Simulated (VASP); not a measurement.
Write the native input for VASP 6.6.1 that does the following.

| Item | Value |
| --- | --- |
| Task | single point |
| Functional | LDA |
| Potentials or basis | VASP PAW LDA potentials, release 64 (Ti_sv, N_h) |
| Cutoff | 1330 eV |
| k mesh | 14 × 14 × 14 |
| Occupations | fermi-dirac, width 0.15 eV |
| Spin | no spin polarisation |
| Dipole correction | no |
| Further INCAR settings | ALGO = Normal; EDIFF = 1e-06; NBANDS = 16 |

The structure of TiN lies in POSCAR:

```
TiN
1.0
    0.0000000000      2.0866560794      2.0866560794
    2.0866560794      0.0000000000      2.0866560794
    2.0866560794      2.0866560794      0.0000000000
Ti N
1 1
Direct
    0.0000000000      0.0000000000      0.0000000000
    0.5000000000      0.5000000000      0.5000000000
```

The input as run:

INCAR

```
ALGO = Normal
EDIFF = 1E-6
ENCUT = 1330
GGA = CA
GGA_COMPAT = F
ISIF = 2
ISMEAR = -1
LASPH = T
LCHARG = F
LREAL = F
LWAVE = F
NBANDS = 16
NELM = 120
PREC = Accurate
SIGMA = 0.15
```

KPOINTS

```
k-points
0
Gamma
  14 14 14
```

Potentials or basis: VASP PAW LDA potentials, release 64 (Ti_sv, N_h).

Launch:

```console
$ cat potpaw_LDA.64/Ti_sv/POTCAR potpaw_LDA.64/N_h/POTCAR > POTCAR
$ mpirun -np 1 vasp_std > vasp.out
```

It gave:

The pressure is 0.9 GPa and the band gap on the k mesh is zero (an odd number of electrons rules out a gap without spin polarisation).

Caveat: an odd number of electrons without spin polarisation forces a metal; a magnetic or distorted state may lie lower.

It took 97 s on 1 thread of Intel(R) Xeon(R) Platinum 8175M CPU @ 2.50GHz (Skylake/Cascade Lake) (shared host), peak memory 0.27 GiB.
